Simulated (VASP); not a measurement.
Input of a VASP 6.6.1 run:

The input INCAR:

```
PREC     = Accurate       # precision mode
ENCUT    = 520            # plane-wave cutoff, eV
EDIFF    = 1E-7           # SCF threshold, eV
ISMEAR   = -1             # smearing method
SIGMA    = 0.05           # smearing width, eV
LREAL    = False          # projectors in reciprocal space
LASPH    = True           # aspherical terms in the spheres
NELM     = 60             # most SCF steps
ALGO     = Normal         # electronic algorithm
ISIF     = 2              # what is computed and relaxed
LWAVE    = False          # write WAVECAR
LCHARG   = False          # write CHGCAR
GGA      = PE             # functional
IVDW     = 13             # dispersion correction
NBANDS   = 15             # bands
```

File KPOINTS:

```
Automatic mesh
0
Gamma
  11 11 6
```

File POSCAR:

```
Os
1.0
    2.7341000000      0.0000000000      0.0000000000
   -1.3670500000      2.3678000565      0.0000000000
    0.0000000000      0.0000000000      4.3197000000
Os
2
Direct
    0.6666666667      0.3333333333      0.7500000000
    0.3333333333      0.6666666667      0.2500000000
```

Potentials or basis: VASP PAW PBE potentials, release 64 (Os).

Launch:

```sh
$ cat potpaw_PBE.64/Os/POTCAR > POTCAR
$ mpirun -np 1 vasp_std > vasp.out
```

**Question.** Predict the band gap on the k mesh.

**Answer.** Zero (bands 8 and 9 overlap by 3.89 eV).

**Question.** What does it give for the dispersion energy per atom?

**Answer.** -0.701 eV.

Stress tensor (GPa, compression positive):
```
1.34 0.00 0.00
0.00 1.34 0.00
0.00 0.00 1.59
```

Caveat: spin-orbit coupling is left out, which moves the levels of the heavy elements.
